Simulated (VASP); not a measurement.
# SiNi2 (P6_3/mmc) in VASP: a series of runs

SiNi2 is run at these levels: r2SCAN; tasks: single point.

Everything below comes from runs of VASP 6.6.1. Logs are shortened: lines on timing, memory, paths and dates and some standing lists are left out, and cuts for length are marked.

**1. The cell of the first run**

Symmetry: P6_3/mmc, No. 194, hexagonal system. The conventional cell has a = 3.928 Å, b = 3.928 Å, c = 5.075 Å, α = 90.00°, β = 90.00°, γ = 120.00°. Si (site symmetry -6m2) has 11 Ni at 2.27 to 2.60 Å within 3.0 Å. Within 3.3 Å of Ni (site symmetry -3m) lie 8 Ni at 2.54 to 2.60 Å and 6 Si at 2.60 Å. Ni (site symmetry -6m2) has 5 Si at 2.27 to 2.54 Å and 6 Ni at 2.60 Å within 3.0 Å.

**2. Single point, r2SCAN (strain +0.015 along x and y, +0.030 along z)**

POSCAR reads:

```
SiNi2
1.0
    3.9275886859      0.0000000000      0.0000000000
   -1.9637943430      3.4013915776      0.0000000000
    0.0000000000      0.0000000000      5.0746155057
Si Ni
2 4
Direct
    0.3333333333      0.6666666667      0.7500000000
    0.6666666667      0.3333333333      0.2500000000
    0.0000000000      0.0000000000      0.0000000000
    0.0000000000      0.0000000000      0.5000000000
    0.3333333333      0.6666666667      0.2500000000
    0.6666666667      0.3333333333      0.7500000000
```

INCAR.step1 reads:

```
PREC = Accurate
ENCUT = 520
ISMEAR = 0
SIGMA = 0.15
LREAL = False
LASPH = True
NELM = 60
NBANDS = 33
GGA = PE
ALGO = Normal
EDIFF = 1E-4
LWAVE = True
LCHARG = False
```

INCAR.step2 reads:

```
PREC = Accurate
ENCUT = 520
EDIFF = 1E-7
ISMEAR = 0
SIGMA = 0.15
LREAL = False
LASPH = True
NELM = 60
ALGO = Normal
ISIF = 2
LWAVE = False
LCHARG = False
METAGGA = R2SCAN
LMIXTAU = True
NBANDS = 33
ISTART = 1
```

KPOINTS reads:

```
Automatic mesh
0
Gamma
  12 12 10
```

Potentials or basis: VASP PAW PBE potentials, release 64 (Si, Ni).

On the command line:

```
cat potpaw_PBE.64/Si/POTCAR potpaw_PBE.64/Ni/POTCAR > POTCAR
cp INCAR.step1 INCAR
mpirun -np 1 vasp_std > vasp.out
cp INCAR.step2 INCAR
mpirun -np 1 vasp_std > vasp.out
```

OUTCAR:

```text
PREC = Accurate
   ENCUT = 520
   EDIFF = 1E-7
   ISMEAR = 0
   LREAL = False
   LASPH = True
   NELM = 60
   ISIF = 2
   METAGGA = R2SCAN
   ISTART = 1

 ion  position               nearest neighbor table
   1  0.333  0.667  0.750-   6 2.27   6 2.27   6 2.27   5 2.54   5 2.54   3 2.60   4 2.60   4 2.60
                             3 2.60   4 2.60   3 2.60
   2  0.667  0.333  0.250-   5 2.27   5 2.27   5 2.27   6 2.54   6 2.54   3 2.60   4 2.60   3 2.60
                             4 2.60   3 2.60   4 2.60
   3  0.000  0.000  0.000-   4 2.54   4 2.54   1 2.60   5 2.60   6 2.60   2 2.60   2 2.60   6 2.60
                             1 2.60   5 2.60   2 2.60   6 2.60   1 2.60   5 2.60
   4  0.000  0.000  0.500-   3 2.54   3 2.54   1 2.60   5 2.60   6 2.60   2 2.60   2 2.60   6 2.60
                             1 2.60   5 2.60   2 2.60   6 2.60   1 2.60   5 2.60
   5  0.333  0.667  0.250-   2 2.27   2 2.27   2 2.27   1 2.54   1 2.54   3 2.60   4 2.60   4 2.60
                             3 2.60   4 2.60   3 2.60
   6  0.667  0.333  0.750-   1 2.27   1 2.27   1 2.27   2 2.54   2 2.54   3 2.60   4 2.60   3 2.60
                             4 2.60   3 2.60   4 2.60

  LATTYP: Found a hexagonal cell.
 ALAT       =     3.9275886859
 C/A-ratio  =     1.2920435187

  Lattice vectors:

 A1 = (   3.9275886859,   0.0000000000,   0.0000000000)
 A2 = (  -1.9637943430,   3.4013915776,   0.0000000000)
 A3 = (   0.0000000000,   0.0000000000,   5.0746155057)

Analysis of symmetry for initial positions (statically):
=====================================================================
 Subroutine PRICEL returns:
 Original cell was already a primitive cell.

 Routine SETGRP: Setting up the symmetry group for a
 hexagonal supercell.

 Subroutine GETGRP returns: Found 24 space group operations
 (whereof 12 operations were pure point group operations)
 out of a pool of 24 trial point group operations.

The static configuration has the point symmetry D_3d.
 The point group associated with its full space group is D_6h.

Analysis of symmetry for dynamics (positions and initial velocities):
=====================================================================
 Subroutine PRICEL returns:
 Original cell was already a primitive cell.

 Routine SETGRP: Setting up the symmetry group for a
 hexagonal supercell.

 Subroutine GETGRP returns: Found 24 space group operations
 (whereof 12 operations were pure point group operations)
 out of a pool of 24 trial point group operations.

The dynamic configuration has the point symmetry D_3d.
 The point group associated with its full space group is D_6h.

 Subroutine INISYM returns: Found 24 space group operations
 (whereof 12 operations are pure point group operations),
 and found     1 'primitive' translations

----------------------------------------------------------------------------------------

                                     Primitive cell

  volume of cell :      67.7931

  direct lattice vectors                    reciprocal lattice vectors
     3.927588686  0.000000000  0.000000000     0.254609146  0.146998659  0.000000000
    -1.963794343  3.401391578  0.000000000     0.000000000  0.293997318  0.000000000
     0.000000000  0.000000000  5.074615506     0.000000000  0.000000000  0.197059265

  length of vectors
     3.927588686  3.927588686  5.074615506     0.293997318  0.293997318  0.197059265

  position of ions in fractional coordinates (direct lattice)
     0.333333333  0.666666667  0.750000000
     0.666666667  0.333333333  0.250000000
     0.000000000  0.000000000  0.000000000
     0.000000000  0.000000000  0.500000000
     0.333333333  0.666666667  0.250000000
     0.666666667  0.333333333  0.750000000

  ion indices of the primitive-cell ions
   primitive index   ion index
                 1           1
                 2           2
                 3           3
                 4           4
                 5           5
                 6           6

----------------------------------------------------------------------------------------

 KPOINTS: Automatic mesh

Automatic generation of k-mesh.
 Grid dimensions read from file:
 generate k-points for:   12   12   10

 Generating k-lattice:

  Cartesian coordinates                     Fractional coordinates (reciprocal lattice)
     0.021217429  0.012249888  0.000000000     0.083333333  0.000000000  0.000000000
     0.000000000  0.024499776  0.000000000     0.000000000  0.083333333  0.000000000
     0.000000000  0.000000000  0.019705926     0.000000000  0.000000000  0.100000000

  Length of vectors
     0.024499776  0.024499776  0.019705926

  Shift w.r.t. Gamma in fractional coordinates (k-lattice)
     0.000000000  0.000000000  0.000000000

 Subroutine IBZKPT returns following result:
 ===========================================

 Found    114 irreducible k-points:

 Following reciprocal coordinates:
            Coordinates               Weight
  0.000000  0.000000  0.000000      1.000000
  0.083333  0.000000  0.000000      6.000000
  0.166667 -0.000000  0.000000      6.000000
  0.250000  0.000000  0.000000      6.000000
  0.333333  0.000000  0.000000      6.000000
  0.416667  0.000000  0.000000      6.000000
[... 16 lines left out ...]
  0.250000  0.000000  0.100000     12.000000
  0.333333  0.000000  0.100000     12.000000
 [... further k-points ...]
   k-points           NKPTS =    114   k-points in BZ     NKDIM =    114   number of bands    NBANDS=     33
   number of dos      NEDOS =    301   number of ions     NIONS =      6
   total plane-waves  NPLWV =  36000
   dimension x,y,z NGX =    30 NGY =   30 NGZ =   40
   dimension x,y,z NGXF=    60 NGYF=   60 NGZF=   80
   ions per type =               2   4
   NGX,Y,Z   is equivalent  to a cutoff of  12.70, 12.70, 13.10 a.u.
   NGXF,Y,Z  is equivalent  to a cutoff of  25.40, 25.40, 26.21 a.u.
 SYSTEM =  unknown system
   PREC   = accura    normal or accurate (medium, high low for compatibility)
   ISTART =      1    job   : 0-new  1-cont  2-samecut
   ICHARG =      0    charge: 1-file 2-atom 10-const
   ISPIN  =      1    spin polarized calculation?
   LNONCOLLINEAR =      F non collinear calculations
   LSORBIT =      F    spin-orbit coupling
   LASPH  =      T    aspherical Exc in radial PAW
   ENCUT  =  520.0 eV  38.22 Ry    6.18 a.u.   7.30  7.30  9.44*2*pi/ulx,y,z
   NELM   =     60;   NELMIN=  2; NELMDL=  0     # of ELM steps
   EDIFF  = 0.1E-06   stopping-criterion for ELM
   LREAL  =      F    real-space projection
   EDIFFG = 0.1E-05   stopping-criterion for IOM
   NSW    =      0    number of steps for IOM
   IBRION =     -1    ionic relax: 0-MD 1-quasi-New 2-CG
   NFREE  =      0    steps in history (QN), initial steepest desc. (CG)
   ISIF   =      2    stress and relaxation
   ISYM   =      2    0-nonsym 1-usesym 2-fastsym
   POTIM  = 0.5000    time-step for ionic-motion
   TEBEG  =    0.0;   TEEND  =   0.0 temperature during run
   PSTRESS=    0.0 pullay stress
   NELECT =      48.0000    total number of electrons
   NUPDOWN=      -1.0000    fix difference up-down
   EMIN   =  10.00;   EMAX   =-10.00  energy-range for DOS
   EFERMI =   0.00;   METHOD = LEGACY
   ISMEAR =     0;   SIGMA  =   0.15  broadening in eV -4-tet -1-fermi 0-gaus
   EFERMI_NEDOS =   21; number of points for ismear=-14 and -15
   IALGO  =     38    algorithm
   IMIX   =      4    mixing-type and parameters
     AMIX     =   0.40;   BMIX     =  1.00
     AMIX_MAG =   1.60;   BMIX_MAG =  1.00
  volume/ion in A,a.u.               =      11.30        76.25
  Fermi-wavevector in a.u.,A,eV,Ry     =   1.459128  2.757352 28.967536  2.129054
  Thomas-Fermi vector in A             =   2.575731
   LORBIT       =      0    0 simple, 1 ext, 2 COOP (PROOUT), +10 PAW based schemes
   METAGGA = R2SCAN    functional components
   LHFCALC =     F    Hartree Fock is set to
   AEXX    =    0.0000 exact exchange contribution
   IVDW    =     0    specifies the selected vdW correction
   LEPSILON=     F    determine dielectric tensor
   LRPA    =     F    only Hartree local field effects (RPA)
 non-spin polarized calculation
 Gauss-broadening in eV      SIGMA  =   0.15
  energy-cutoff  :      520.00
  volume of cell :       67.79
 maximum number of plane-waves:      1855
 NGX is ok and might be reduce to    30
   NGX = 15   NGY = 15   NGZ = 19

 number of electron      48.0000061 magnetization

 Free energy of the ion-electron system (eV)
  ---------------------------------------------------
  ext. energy  EPLUGINS =         0.00000000
  ---------------------------------------------------
  free energy    TOTEN  =       -68.12862417 eV

  energy without entropy =      -68.08793089  energy(sigma->0) =      -68.10827753

 E-fermi :  10.4351     XC(G=0): -13.7850

 val. band max:       10.4314754008   @ k =   0.2500   0.0000   0.0000
 cond. band min:      10.4450439927   @ k =   0.3333   0.2500   0.1000
 fundamental gap:      0.0135685919
 Fermi energy:        10.4350529966

 k-point     1 :       0.0000    0.0000    0.0000
  band No.  band energies     occupation
      1      -2.4287      2.00000
      2       1.9921      2.00000
      3       3.8700      2.00000
      4       5.3821      2.00000
      5       5.3822      2.00000
      6       6.5358      2.00000
[... 25 lines left out ...]
     32      16.2965      0.00000
     33      19.1003      0.00000

 k-point     2 :       0.0833    0.0000    0.0000
  band No.  band energies     occupation
      1      -2.3368      2.00000
      2       2.0155      2.00000
      3       3.9372      2.00000
      4       5.3562      2.00000
      5       5.4280      2.00000
      6       6.2648      2.00000
[... 25 lines left out ...]
     32      16.8407      0.00000
     33      18.3958      0.00000

 k-point     3 :       0.1667   -0.0000    0.0000
  band No.  band energies     occupation
      1      -2.0641      2.00000
      2       2.0664      2.00000
      3       4.1347      2.00000
      4       5.2234      2.00000
      5       5.5634      2.00000
      6       5.8520      2.00000
[... 25 lines left out ...]
     32      17.4768      0.00000
     33      18.0609      0.00000

 k-point     4 :       0.2500    0.0000    0.0000
  band No.  band energies     occupation
      1      -1.6198      2.00000
      2       2.0774      2.00000
      3       4.4485      2.00000
      4       4.7602      2.00000
      5       5.6172      2.00000
      6       5.7812      2.00000
[... 25 lines left out ...]
     32      17.4123      0.00000
     33      17.5585      0.00000

 k-point     5 :       0.3333    0.0000    0.0000
  band No.  band energies     occupation
      1      -1.0246      2.00000
      2       1.9138      2.00000
      3       4.1200      2.00000
      4       4.8505      2.00000
      5       5.6685      2.00000
      6       6.0672      2.00000
[... 604 lines left out ...]
 k-point    22 :       0.1667   -0.0000    0.1000
  band No.  band energies     occupation
      1      -2.0050      2.00000
      2       1.8131      2.00000
      3       4.2649      2.00000
      4       5.3242      2.00000
      5       5.5753      2.00000
      6       5.8376      2.00000
[... 25 lines left out ...]
     32      17.1685      0.00000
     33      18.1539      0.00000

 k-point    23 :       0.2500    0.0000    0.1000
  band No.  band energies     occupation
      1      -1.5621      2.00000
      2       1.9131      2.00000
      3       4.2725      2.00000
      4       5.0065      2.00000
      5       5.6804      2.00000
      6       5.7909      2.00000
[... 25 lines left out ...]
     32      17.3052      0.00000
     33      18.0112      0.00000

 k-point    24 :       0.3333    0.0000    0.1000
  band No.  band energies     occupation
      1      -0.9690      2.00000
      2       1.8554      2.00000
      3       3.9492      2.00000
      4       4.8645      2.00000
      5       5.8394      2.00000
      6       6.0731      2.00000
[... 25 lines left out ...]
     32      17.5867      0.00000
     33      19.0172      0.00000

 [... further k-points ...]

------------------------ aborting loop because EDIFF is reached ----------------------------------------

  FORCE on cell =-STRESS in cart. coord.  units (eV):
  Direction    XX          YY          ZZ          XY          YZ          ZX
  --------------------------------------------------------------------------------------
  -------------------------------------------------------------------------------------
  Total       -4.5178842     -4.5178842     -5.0101783      0.0000000      0.0000000      0.0000000
  in kB     -106.7726204   -106.7726204   -118.4071659      0.0000000      0.0000000      0.0000000
  external PRESSURE =    -110.6508022 kB  Pullay stress =       0.0000000 kB

 VOLUME and BASIS-vectors are now :
 -----------------------------------------------------------------------------
  energy-cutoff  :      520.00
  volume of cell :       67.79
      direct lattice vectors                 reciprocal lattice vectors
     3.927588686  0.000000000  0.000000000     0.254609146  0.146998659  0.000000000
    -1.963794343  3.401391578  0.000000000     0.000000000  0.293997318  0.000000000
     0.000000000  0.000000000  5.074615506     0.000000000  0.000000000  0.197059265

 POSITION                                       TOTAL-FORCE (eV/Angst)
 -----------------------------------------------------------------------------------
     -0.00000      2.26759      3.80596        -0.000000      0.000000     -0.000000
      1.96379      1.13380      1.26865         0.000000     -0.000000     -0.000000
      0.00000      0.00000      0.00000         0.000000      0.000000     -0.000000
      0.00000      0.00000      2.53731         0.000000      0.000000     -0.000000
     -0.00000      2.26759      1.26865         0.000000     -0.000000      0.000000
      1.96379      1.13380      3.80596        -0.000000      0.000000      0.000000
 -----------------------------------------------------------------------------------
    total drift:                                0.000000     -0.000000     -0.000000

  FREE ENERGIE OF THE ION-ELECTRON SYSTEM (eV)
  ---------------------------------------------------
  free  energy   TOTEN  =       -68.1286241711 eV

  energy  without entropy=      -68.0879308947  energy(sigma->0) =      -68.10827753
```

Wall time 43 min (1 thread of Oxide Virtual Turin-like, shared host); peak memory 0.3 GiB.

What came out:

| Property | Result |
| --- | --- |
| Free energy | -68.1286 eV |
| Pressure | -11.1 GPa |
| Band gap on the k mesh | zero (bands 24 and 25 overlap by 3.54 eV) |

Caveat: the cell differs from its parent crystal (strain +0.015 along x and y, +0.030 along z); the cell stands under tension; the PAW data sets were made with another functional, which shifts forces and pressure a little. Spin polarisation is off, so any magnetic state and its effect on volume and gap are missing.

**3. Single point, r2SCAN (strain +0.030 along x and y, +0.015 along z)**

Changes to POSCAR since step 2:

```diff
@@ -2,5 +2,5 @@
 1.0
-    3.9275886859      0.0000000000      0.0000000000
-   -1.9637943430      3.4013915776      0.0000000000
-    0.0000000000      0.0000000000      5.0746155057
+    3.9856318685      0.0000000000      0.0000000000
+   -1.9928159342      3.4516584482      0.0000000000
+    0.0000000000      0.0000000000      5.0007133382
 Si Ni
```

INCAR.step1 reads:

```
  PREC = Accurate
  ENCUT = 520
  ISMEAR = 0
  SIGMA = 0.15
  LREAL = F
  LASPH = T
  NELM = 80
  NBANDS = 33
  GGA = PE
  ALGO = Normal
  EDIFF = 1E-4
  LWAVE = T
  LCHARG = F
```

INCAR.step2 reads:

```
  PREC = Accurate
  ENCUT = 520
  EDIFF = 1E-6
  ISMEAR = 0
  SIGMA = 0.15
  LREAL = F
  LASPH = T
  NELM = 80
  ALGO = Normal
  ISIF = 2
  LWAVE = F
  LCHARG = T
  METAGGA = R2SCAN
  LMIXTAU = T
  LELF = T
  LVHAR = T
  NBANDS = 33
  ISTART = 1
```

KPOINTS reads:

```
regular mesh
0
Gamma
  12 12 10
```

Potentials or basis: VASP PAW PBE potentials, release 64 (Si, Ni).

On the command line:

```
cat potpaw_PBE.64/Si/POTCAR potpaw_PBE.64/Ni/POTCAR > POTCAR
cp INCAR.step1 INCAR
mpirun -np 1 vasp_std > vasp.out
cp INCAR.step2 INCAR
mpirun -np 1 vasp_std > vasp.out
```

Wall time 32 min (1 thread of Oxide Virtual Turin-like, shared host); peak memory 0.3 GiB.

It converged, with:

- Free energy: -68.0314 eV
- Pressure: -14.1 GPa
- Band gap on the k mesh: zero (bands 24 and 25 overlap by 3.25 eV)

Stress tensor (GPa, compression positive):
```
-15.94   0.00   0.00
  0.00 -15.94   0.00
  0.00   0.00 -10.41
```

Levels at points of the mesh, in eV from the Fermi level:
```tsv
k point	band 22	band 23	band 24	band 25	band 26	band 27
(0.00, 0.00, 0.00)	-0.61	0.13	2.65	2.67	2.67	2.68
(0.50, 0.00, 0.00)	-1.17	-0.99	-0.65	-0.54	1.12	1.76
(0.00, 0.00, 0.50)	-1.19	2.14	2.14	3.19	3.19	3.19
(0.50, 0.00, 0.50)	-1.20	-0.86	-0.86	0.91	0.91	2.79
```

Caveat: the cell differs from its parent crystal (strain +0.030 along x and y, +0.015 along z); the stress differs along the axes, from -16 to -10 GPa; the PAW data sets were made with another functional, which shifts forces and pressure a little. Spin polarisation is off, so any magnetic state and its effect on volume and gap are missing.
